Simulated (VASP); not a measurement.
SnO2, 3 atoms in the cell. The structure is trigonal, space group R-3m (No. 166). Conventional cell: a = 3.234 Å, b = 3.234 Å, c = 14.978 Å, α = 90.00°, β = 90.00°, γ = 120.00°. Sn (site symmetry -3m) has 6 O at 2.15 Å within 2.8 Å. O (site symmetry 3m) has 3 Sn at 2.15 Å and 3 O at 2.82 Å within 2.9 Å.  This cell differs from its parent crystal: strain +0.000 along x and y, +0.040 along z.

- Program: VASP 6.6.1
- Task: single point
- Functional: r2SCAN
- Potentials or basis: VASP PAW PBE potentials, release 64 (Sn_d, O)
- Cutoff: 520 eV
- k mesh: 12 × 12 × 12
- Occupations: gaussian, width 0.05 eV
- Spin: no spin polarisation
- Dipole correction: no
- Further INCAR settings: ALGO = Normal; EDIFF = 1e-06; NBANDS = 20

Potentials or basis: VASP PAW PBE potentials, release 64 (Sn_d, O).

Command:

```sh
$ cat potpaw_PBE.64/Sn_d/POTCAR potpaw_PBE.64/O/POTCAR > POTCAR
$ cp INCAR.step1 INCAR
$ mpirun -np 1 vasp_std > vasp.out
$ cp INCAR.step2 INCAR
$ mpirun -np 1 vasp_std > vasp.out
```

Hardware: 1 thread of Intel Xeon 8259CL, with other jobs on the host.

How long does it take, and how much memory?

Run time: 32 min on 1 thread of Intel Xeon 8259CL (shared host), peak memory 0.37 GiB. Counts: k points 189.
